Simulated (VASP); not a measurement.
Tc: single point with LDA

Crystal: Tc.

```
CELL_PARAMETERS angstrom
0.00000 1.95000 1.95000
1.95000 0.00000 1.95000
1.95000 1.95000 0.00000
ATOMIC_POSITIONS crystal
Tc 0.00000 0.00000 0.00000
```

- Program: VASP 6.6.1
- Task: single point
- Functional: LDA
- Potentials or basis: VASP PAW LDA potentials, release 64 (Tc_pv)
- Cutoff: 520 eV
- k mesh: 12 × 12 × 12
- Occupations: gaussian, width 0.05 eV
- Spin: no spin polarisation

The pressure is -20.2 GPa.

Levels at points of the mesh, in eV from the Fermi level:
```tsv
k point	band 5	band 6	band 7	band 8	band 9	band 10
(0.00, 0.00, 0.00)	-1.79	-1.79	-1.79	0.71	0.71	13.96
(0.50, 0.00, 0.00)	-1.95	-1.95	1.16	2.67	2.67	10.27
(0.50, 0.50, 0.00)	-5.18	2.61	3.23	3.23	3.67	12.72
```

Wall time 5.4 s on 1 thread of Intel(R) Xeon(R) 6975P-C (Granite Rapids), on a shared host, peak memory 0.13 GiB.
